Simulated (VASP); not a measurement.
Se: single point with PBE

Se:

```xyz
1
Lattice="1.9467 1.1240 1.5894 -1.9467 1.1240 1.5894 0.0000 -2.2479 1.5894" Properties=species:S:1:pos:R:3 pbc="T T T"
Se    0.0000    0.0000    0.0000
```

This cell differs from its parent crystal: volume scaled by 0.920.

- Program: VASP 6.6.1
- Task: single point
- Functional: PBE
- Potentials or basis: VASP PAW PBE potentials, release 64 (Se)
- Cutoff: 520 eV
- k mesh: 16 × 16 × 16
- Occupations: gaussian, width 0.05 eV
- Spin: no spin polarisation
- Dipole correction: no
- Further INCAR settings: ALGO = Normal; EDIFF = 1e-06; NBANDS = 9

```json
{"Pressure": "7.1 GPa", "Band gap on the k mesh": "zero (band 3 reaches 8.84 eV, above the bottom of band 4 at 2.05 eV)"}
```

Levels at points of the mesh, in eV from the Fermi level:
| k point | band 1 | band 2 | band 3 | band 4 | band 5 | band 6 |
| --- | --- | --- | --- | --- | --- | --- |
| (0.00, 0.00, 0.00) | -16.68 | 1.61 | 1.61 | 1.61 | 7.72 | 7.72 |
| (0.50, 0.00, 0.00) | -14.32 | -7.58 | 3.24 | 3.24 | 10.03 | 12.28 |
| (0.50, 0.50, 0.00) | -11.94 | -5.45 | -5.44 | 2.56 | 4.73 | 14.03 |
| (0.50, 0.50, 0.50) | -9.47 | -3.55 | -3.55 | -3.55 | 5.65 | 5.65 |

Run time: 40 s on 1 thread of AMD EPYC 7R43 64-Core Processor (Zen 3) (shared host), peak memory 0.15 GiB.
